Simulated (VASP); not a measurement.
# Cr (P1) in VASP: further runs

The runs below take Cr through single point, with PBEsol.

Program: VASP 6.6.1. These are calculated values, not measurements. Logs are shortened: lines on timing, memory, paths and dates and some standing lists are left out, and cuts for length are marked.

**1. The cell of the first run**

The typed cell holds 16 atoms: a = 5.622 Å, b = 5.622 Å, c = 5.622 Å, α = 90.00°, β = 90.00°, γ = 90.00°.

**2. Single point, PBEsol**

Input file INCAR:

```
SYSTEM = Cr
  ALGO = Normal
  EDIFF = 1E-6
  ENCUT = 520
  GGA = PS
  ISIF = 2
  ISMEAR = -1
  LASPH = .TRUE.
  LCHARG = .TRUE.
  LELF = .TRUE.
  LREAL = Auto
  LVHAR = .TRUE.
  LWAVE = .FALSE.
  NBANDS = 110
  NELM = 60
  PREC = Accurate
  SIGMA = 0.24
```

Input file KPOINTS:

```
k-points
0
G
  2 2 2
  0 0 0
```

Input file POSCAR:

```
Cr
1.0
    5.6223840000      0.0000000000      0.0000000000
    0.0000000000      5.6223840000      0.0000000000
    0.0000000000      0.0000000000      5.6223840000
Cr
16
Direct
   -0.0794502830      0.0498365106     -0.0607749311
    0.4288394389      0.0287956141     -0.1068052271
   -0.0417972163      0.5369252616     -0.0824205533
   -0.0459413658      0.0032370610      0.4275588434
    0.2049842202      0.2843989311      0.1876250359
    0.4511253589      0.5763569333     -0.0724781516
    0.4404537292      0.0316591681      0.4611922629
    0.7104815324      0.2704013102      0.2087192906
   -0.0759464313      0.5105841223      0.4484218794
    0.1881586174      0.7614029920      0.2227880557
    0.2137705287      0.2696720822      0.6920551851
    0.4456650417      0.5211846078      0.4651229799
    0.6966617719      0.7844714982      0.1628668551
    0.6845316862      0.2774623718      0.7015173635
    0.2130946588      0.7885978617      0.6989739584
    0.7184141105      0.7359511552      0.6444775028
```

Potentials or basis: VASP PAW PBE potentials, release 64 (Cr_pv).

Run with:

```bash
$ cat potpaw_PBE.64/Cr_pv/POTCAR > POTCAR
$ mpirun -np 1 vasp_std > vasp.out
```

OUTCAR:

```text
SYSTEM = Cr
   EDIFF = 1E-6
   ENCUT = 520
   GGA = PS
   ISIF = 2
   ISMEAR = -1
   LASPH = .TRUE.
   LREAL = Auto
   NELM = 60
   PREC = Accurate

 ion  position               nearest neighbor table
   1  0.921  0.050  0.939-  14 2.28   8 2.29  13 2.32  11 2.49   5 2.50  15 2.59  16 2.67  10 2.73
                             3 2.75   4 2.76   2 2.78   2 2.87   3 2.89   4 2.89
   2  0.429  0.029  0.893-  15 2.12  11 2.14  14 2.28   7 2.43   5 2.53  13 2.54   6 2.55  16 2.71
                             8 2.74  10 2.74   1 2.78   1 2.87   6 3.09
   3  0.958  0.537  0.918-  16 2.33  15 2.36  11 2.44  14 2.44  13 2.45  10 2.49   5 2.50   8 2.62
                             9 2.65   1 2.75   6 2.78   6 2.86   1 2.89   9 2.99
   4  0.954  0.003  0.428-  10 2.22  16 2.35   8 2.38  13 2.41  15 2.43   5 2.51  11 2.57  14 2.65
                             7 2.75   1 2.76   9 2.78   9 2.86   1 2.89   7 2.90
   5  0.205  0.284  0.188-  12 2.46   7 2.48   3 2.50   1 2.50   9 2.50   4 2.51   2 2.53   6 2.60
                            10 2.69   8 2.78  11 2.79  11 2.84   8 2.85  10 2.95
   6  0.451  0.576  0.928-  15 2.21  13 2.24  16 2.37  10 2.45  14 2.48  11 2.55   2 2.55   5 2.60
                            12 2.62   8 2.75   3 2.78   3 2.86  12 3.04   2 3.09
   7  0.440  0.032  0.461-  11 2.26  15 2.30  14 2.37   2 2.43  10 2.47   8 2.47   5 2.48  16 2.50
                            13 2.61   4 2.75  12 2.75  12 2.87   4 2.90
   8  0.710  0.270  0.209-   9 2.25   1 2.29   4 2.38   7 2.47  12 2.51   3 2.62   2 2.74  13 2.75
                             6 2.75  14 2.77   5 2.78   5 2.85  14 2.86  13 2.90
   9  0.924  0.511  0.448-  16 2.04   8 2.25  14 2.36  10 2.41   5 2.50  11 2.52  13 2.57   3 2.65
                            15 2.66  12 2.69   4 2.78   4 2.86  12 2.93   3 2.99
  10  0.188  0.761  0.223-   4 2.22  12 2.40   9 2.41   6 2.45   7 2.47   3 2.49  15 2.69   5 2.69
                             1 2.73   2 2.74  13 2.79  13 2.88   5 2.95  15 2.95
  11  0.214  0.270  0.692-   2 2.14   7 2.26  12 2.31   3 2.44   1 2.49   9 2.52   6 2.55   4 2.57
                            14 2.65  15 2.71   5 2.79   5 2.84  15 2.92  14 2.98
  12  0.446  0.521  0.465-  16 2.20  11 2.31  14 2.33  15 2.39  10 2.40   5 2.46   8 2.51   6 2.62
                            13 2.66   9 2.69   7 2.75   7 2.87   9 2.93   6 3.04
  13  0.697  0.784  0.163-   6 2.24   1 2.32   4 2.41   3 2.45   2 2.54   9 2.57   7 2.61  12 2.66
                            16 2.72   8 2.75  10 2.79  10 2.88   8 2.90  16 2.93
  14  0.685  0.277  0.702-   2 2.28   1 2.28  12 2.33   9 2.36   7 2.37   3 2.44   6 2.48  16 2.60
                            11 2.65   4 2.65   8 2.77   8 2.86  11 2.98  16 3.07
  15  0.213  0.789  0.699-   2 2.12   6 2.21   7 2.30   3 2.36  12 2.39   4 2.43   1 2.59   9 2.66
                            10 2.69  11 2.71  16 2.81  16 2.87  11 2.92  10 2.95
  16  0.718  0.736  0.644-   9 2.04  12 2.20   3 2.33   4 2.35   6 2.37   7 2.50  14 2.60   1 2.67
                             2 2.71  13 2.72  15 2.81  15 2.87  13 2.93  14 3.07

  LATTYP: Found a simple cubic cell.
 ALAT       =     5.6223840000

  Lattice vectors:

 A1 = (   5.6223840000,   0.0000000000,   0.0000000000)
 A2 = (   0.0000000000,   5.6223840000,   0.0000000000)
 A3 = (   0.0000000000,   0.0000000000,   5.6223840000)

Analysis of symmetry for initial positions (statically):
=====================================================================
 Subroutine PRICEL returns:
 Original cell was already a primitive cell.

 Routine SETGRP: Setting up the symmetry group for a
 simple cubic supercell.

 Subroutine GETGRP returns: Found  1 space group operations
 (whereof  1 operations were pure point group operations)
 out of a pool of 48 trial point group operations.

The static configuration has the point symmetry C_1 .

Analysis of symmetry for dynamics (positions and initial velocities):
=====================================================================
 Subroutine PRICEL returns:
 Original cell was already a primitive cell.

 Routine SETGRP: Setting up the symmetry group for a
 simple cubic supercell.

 Subroutine GETGRP returns: Found  1 space group operations
 (whereof  1 operations were pure point group operations)
 out of a pool of 48 trial point group operations.

The dynamic configuration has the point symmetry C_1 .

 Subroutine INISYM returns: Found  1 space group operations
 (whereof  1 operations are pure point group operations),
 and found     1 'primitive' translations

----------------------------------------------------------------------------------------

                                     Primitive cell

  volume of cell :     177.7303

  direct lattice vectors                    reciprocal lattice vectors
     5.622384000  0.000000000  0.000000000     0.177860495  0.000000000  0.000000000
     0.000000000  5.622384000  0.000000000     0.000000000  0.177860495  0.000000000
     0.000000000  0.000000000  5.622384000     0.000000000  0.000000000  0.177860495

  length of vectors
[... 55 lines left out ...]
     0.088930247  0.088930247  0.088930247

  Shift w.r.t. Gamma in fractional coordinates (k-lattice)
     0.000000000  0.000000000  0.000000000

 Subroutine IBZKPT returns following result:
 ===========================================

 Found      8 irreducible k-points:

 Following reciprocal coordinates:
            Coordinates               Weight
  0.000000  0.000000  0.000000      1.000000
  0.500000  0.000000  0.000000      1.000000
  0.000000  0.500000  0.000000      1.000000
  0.000000  0.000000  0.500000      1.000000
  0.500000  0.500000  0.000000      1.000000
  0.000000  0.500000  0.500000      1.000000
  0.500000  0.000000  0.500000      1.000000
  0.500000  0.500000  0.500000      1.000000
   k-points           NKPTS =      8   k-points in BZ     NKDIM =      8   number of bands    NBANDS=    110
   number of dos      NEDOS =    301   number of ions     NIONS =     16
   total plane-waves  NPLWV =  74088
   dimension x,y,z NGX =    42 NGY =   42 NGZ =   42
   dimension x,y,z NGXF=    84 NGYF=   84 NGZF=   84
   ions per type =              16
   NGX,Y,Z   is equivalent  to a cutoff of  12.42, 12.42, 12.42 a.u.
   NGXF,Y,Z  is equivalent  to a cutoff of  24.84, 24.84, 24.84 a.u.
 SYSTEM =  Cr
   PREC   = accura    normal or accurate (medium, high low for compatibility)
   ISTART =      0    job   : 0-new  1-cont  2-samecut
   ICHARG =      2    charge: 1-file 2-atom 10-const
   ISPIN  =      1    spin polarized calculation?
   LNONCOLLINEAR =      F non collinear calculations
   LSORBIT =      F    spin-orbit coupling
   LASPH  =      T    aspherical Exc in radial PAW
   ENCUT  =  520.0 eV  38.22 Ry    6.18 a.u.  10.45 10.45 10.45*2*pi/ulx,y,z
   NELM   =     60;   NELMIN=  2; NELMDL= -5     # of ELM steps
   EDIFF  = 0.1E-05   stopping-criterion for ELM
   LREAL  =      T    real-space projection
   EDIFFG = 0.1E-04   stopping-criterion for IOM
   NSW    =      0    number of steps for IOM
   IBRION =     -1    ionic relax: 0-MD 1-quasi-New 2-CG
   NFREE  =      0    steps in history (QN), initial steepest desc. (CG)
   ISIF   =      2    stress and relaxation
   ISYM   =      2    0-nonsym 1-usesym 2-fastsym
   POTIM  = 0.5000    time-step for ionic-motion
   TEBEG  =    0.0;   TEEND  =   0.0 temperature during run
   PSTRESS=    0.0 pullay stress
   NELECT =     192.0000    total number of electrons
   NUPDOWN=      -1.0000    fix difference up-down
   EMIN   =  10.00;   EMAX   =-10.00  energy-range for DOS
   EFERMI =   0.00;   METHOD = LEGACY
   ISMEAR =    -1;   SIGMA  =   0.24  broadening in eV -4-tet -1-fermi 0-gaus
   EFERMI_NEDOS =   21; number of points for ismear=-14 and -15
   IALGO  =     38    algorithm
   IMIX   =      4    mixing-type and parameters
     AMIX     =   0.40;   BMIX     =  1.00
     AMIX_MAG =   1.60;   BMIX_MAG =  1.00
  volume/ion in A,a.u.               =      11.11        74.96
  Fermi-wavevector in a.u.,A,eV,Ry     =   1.679789  3.174341 38.391439  2.821691
  Thomas-Fermi vector in A             =   2.763639
   LORBIT       =      0    0 simple, 1 ext, 2 COOP (PROOUT), +10 PAW based schemes
   GGA     = PS    functional components
   LHFCALC =     F    Hartree Fock is set to
   AEXX    =    0.0000 exact exchange contribution
   IVDW    =     0    specifies the selected vdW correction
   LEPSILON=     F    determine dielectric tensor
   LRPA    =     F    only Hartree local field effects (RPA)
 non-spin polarized calculation
  energy-cutoff  :      520.00
  volume of cell :      177.73
 maximum number of plane-waves:      4828
 NGX is ok and might be reduce to    42
   NGX = 21   NGY = 21   NGZ = 21

 number of electron     191.9999989 magnetization

 Free energy of the ion-electron system (eV)
  ---------------------------------------------------
  ext. energy  EPLUGINS =         0.00000000
  ---------------------------------------------------
  free energy    TOTEN  =      -161.81961725 eV

  energy without entropy =     -159.15504194  energy(sigma->0) =     -160.48732960

 E-fermi :  11.3212     XC(G=0): -14.0141

 val. band max:       11.3207309640   @ k =   0.0000   0.5000   0.0000
 cond. band min:      11.3409199818   @ k =   0.5000   0.0000   0.5000
 fundamental gap:      0.0201890178
 Fermi energy:        11.3212041159

 k-point     1 :       0.0000    0.0000    0.0000
  band No.  band energies     occupation
      1     -32.3967      2.00000
      2     -32.3097      2.00000
      3     -32.2484      2.00000
      4     -32.1752      2.00000
      5     -32.1331      2.00000
      6     -32.1217      2.00000
[... 877 lines left out ...]
    107      12.6447      0.00802
    108      12.6543      0.00771
 [bands above 108 left out]

------------------------ aborting loop because EDIFF is reached ----------------------------------------

  FORCE on cell =-STRESS in cart. coord.  units (eV):
  Direction    XX          YY          ZZ          XY          YZ          ZX
  --------------------------------------------------------------------------------------
  -------------------------------------------------------------------------------------
  Total        9.4136124     11.2669838     12.6418930      0.4750766      0.1496266      0.2740497
  in kB       84.8604601    101.5679629    113.9622937      4.2826509      1.3488324      2.4704635
  external PRESSURE =     100.1302389 kB  Pullay stress =       0.0000000 kB

 VOLUME and BASIS-vectors are now :
 -----------------------------------------------------------------------------
  energy-cutoff  :      520.00
  volume of cell :      177.73
      direct lattice vectors                 reciprocal lattice vectors
     5.622384000  0.000000000  0.000000000     0.177860495  0.000000000  0.000000000
     0.000000000  5.622384000  0.000000000     0.000000000  0.177860495  0.000000000
     0.000000000  0.000000000  5.622384000     0.000000000  0.000000000  0.177860495

 POSITION                                       TOTAL-FORCE (eV/Angst)
 -----------------------------------------------------------------------------------
      5.17568      0.28020      5.28068         1.431749     -1.072463     -0.133637
      2.41110      0.16190      5.02188         1.342491      0.753068      4.699054
      5.38738      3.01880      5.15898        -0.367084     -0.435499      2.028635
      5.36408      0.01820      2.40390        -0.400487      1.426612      0.650932
      1.15250      1.59900      1.05490        -0.159848     -0.588786     -0.124759
      2.53640      3.24050      5.21488         0.062422     -3.087089      1.932426
[... 8 lines left out ...]
      1.19810      4.43380      3.92990        -2.013317     -1.132811     -0.710930
      4.03920      4.13780      3.62350        -0.948713      3.685058      2.859270
 -----------------------------------------------------------------------------------
    total drift:                               -0.011404     -0.009296      0.003467

  FREE ENERGIE OF THE ION-ELECTRON SYSTEM (eV)
  ---------------------------------------------------
  free  energy   TOTEN  =      -161.8196172509 eV

  energy  without entropy=     -159.1550419399  energy(sigma->0) =     -160.48732960
```

Run time: 5.5 min. Hardware: 1 thread of Intel Xeon Platinum 8559C (Emerald Rapids), shared host; peak memory 0.3 GiB.

What came out:

```
Free energy            : -161.8196 eV
Pressure               : 10.0 GPa
Largest force          : 4.945 eV/Å
Band gap on the k mesh : zero (bands 96 and 97 overlap by 0.17 eV)
```

Forces in eV/Å, atoms in the order of the input:
```
Cr   1.432 -1.072 -0.134
Cr   1.342  0.753  4.699
Cr  -0.367 -0.435  2.029
Cr  -0.400  1.427  0.651
Cr  -0.160 -0.589 -0.125
Cr   0.062 -3.087  1.932
Cr   0.898 -0.374 -3.439
Cr  -1.464  0.361 -1.232
Cr   2.637 -0.558 -1.690
Cr   0.669  0.966 -1.837
Cr  -2.331  1.231 -0.240
Cr  -0.519 -0.114 -2.889
Cr  -0.219 -0.209  0.595
Cr   1.381 -0.851 -0.468
Cr  -2.013 -1.133 -0.711
Cr  -0.949  3.685  2.859
```

Stress tensor (GPa, compression positive):
```
 8.49  0.43  0.25
 0.43 10.16  0.13
 0.25  0.13 11.40
```

Levels at points of the mesh, in eV from the Fermi level:
```
           k point  band 92  band 93  band 94  band 95  band 96  band 97  band 98  band 99  band 100  band 101
(0.00, 0.00, 0.00)    -0.22    -0.18    -0.11     0.06     0.17     0.46     0.61     0.71      0.88      1.01
(0.50, 0.00, 0.00)    -0.62    -0.58    -0.52    -0.18    -0.14     0.07     0.29     0.36      0.45      0.52
(0.00, 0.50, 0.00)    -0.64    -0.57    -0.49    -0.37    -0.10     0.00     0.22     0.34      0.40      0.46
(0.00, 0.00, 0.50)    -0.65    -0.54    -0.49    -0.37    -0.17     0.03     0.23     0.38      0.48      0.54
(0.50, 0.50, 0.00)    -0.83    -0.61    -0.52    -0.47    -0.37     0.09     0.33     0.47      0.50      0.68
(0.00, 0.50, 0.50)    -0.89    -0.45    -0.40    -0.35    -0.26     0.11     0.19     0.24      0.33      0.62
(0.50, 0.00, 0.50)    -0.82    -0.66    -0.44    -0.25    -0.16     0.02     0.19     0.28      0.39      0.63
(0.50, 0.50, 0.50)    -1.51    -1.39    -1.37    -1.16    -1.12     0.52     0.79     0.89      0.94      0.97
```

Caveat: the k points lie up to 0.56 Å⁻¹ apart; the atoms stand as in a frame of molecular dynamics; the PAW data sets were made with another functional, which shifts forces and pressure a little; the run has no spin polarisation, though such a crystal can be magnetic.

[end of part 1 of 2]

The gap in the log of VASP goes by the Fermi energy; the results here count the filled bands.